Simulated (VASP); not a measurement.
Input of a VASP 6.6.1 run:

Contents of POSCAR:

```
Ba
1.0
    3.9996500000      0.0000000000      0.0000000000
    0.0000000000      3.9996500000      0.0000000000
    0.0000000000      0.0000000000      3.6055400000
Ba
1
Direct
    0.5000000000      0.5000000000      0.5000000000
```

Contents of INCAR.step1:

```
ALGO = Normal
EDIFF = 1E-4
ENCUT = 520
GGA = PE
ISMEAR = -1
LASPH = T
LCHARG = F
LREAL = F
LWAVE = T
NBANDS = 11
NELM = 60
PREC = Accurate
SIGMA = 0.25
```

Contents of INCAR.step2:

```
ALGO = Normal
EDIFF = 1E-6
ENCUT = 520
ISIF = 2
ISMEAR = -1
ISTART = 1
LASPH = T
LCHARG = T
LELF = T
LMIXTAU = T
LREAL = F
LVHAR = T
LWAVE = F
METAGGA = R2SCAN
NBANDS = 11
NELM = 60
PREC = Accurate
SIGMA = 0.25
```

Contents of KPOINTS:

```
k-points
0
Gamma
  8 8 9
```

Potentials or basis: VASP PAW PBE potentials, release 64 (Ba_sv).

The run is started by

```sh
$ cat potpaw_PBE.64/Ba_sv/POTCAR > POTCAR
$ cp INCAR.step1 INCAR
$ mpirun -np 1 vasp_std > vasp.out
$ cp INCAR.step2 INCAR
$ mpirun -np 1 vasp_std > vasp.out
```

Q: Predict the band gap on the k mesh.

A: Zero (band 5 reaches 1.97 eV, above the bottom of band 6 at 1.68 eV).

Q: Estimate the pressure.

A: 0.8 GPa.

Stress tensor (GPa, compression positive):
```
-0.45  0.00  0.00
 0.00 -0.45  0.00
 0.00  0.00  3.26
```

Caveat: the PAW data sets were made with another functional, which shifts forces and pressure a little; spin-orbit coupling is left out, which moves the levels of the heavy elements.
